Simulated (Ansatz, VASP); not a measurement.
Re2S3: VASP beside Ansatz

```
Re S
1.0
     4.05455    0.00000    0.00000
    -2.02728    3.51134    0.00000
     0.00000    0.00000    6.30822
Re S
2 3
Cartesian
  0.0000 2.3409 1.5455
  2.0273 1.1704 4.7627
  0.0000 0.0000 0.0000
  0.0000 2.3409 4.0688
  2.0273 1.1704 2.2394
```

Alike in both runs: task relaxation of cell and atoms; functional PBE; k mesh 6 × 6 × 4; occupations gaussian, width 0.1 eV; no spin polarisation.

|  | VASP | Ansatz |
| --- | --- | --- |
| version | VASP 6.6.1 | Ansatz 0.2.0 |
| potentials or method | VASP PAW PBE potentials, release 64 (Re, S), cutoff 600 eV | scalar-relativistic, plane waves, PAW |
| valence electrons in the cell | 32 | 48 |

Ansatz gave:

| Item | Value |
| --- | --- |
| gap on the k mesh at the Fermi level, each at its own relaxed structure (eV) | none |
| relaxed volume (Å³/atom) | 16.13 |
| relaxed cell length with the largest relative difference (Å) | 3.801 |

Q: Estimate VASP's values.

A: gap on the k mesh at the Fermi level, each at its own relaxed structure (eV): none; relaxed volume (Å³/atom): 16.18; relaxed cell length with the largest relative difference (Å): 3.811.

A gap of «none» marks a metal or a gap that the smearing closes. VASP's potentials hold 32 valence electrons a cell and Ansatz's 48, so a difference there can come from the potentials and not from the codes.

Neither program's run includes spin-orbit coupling.
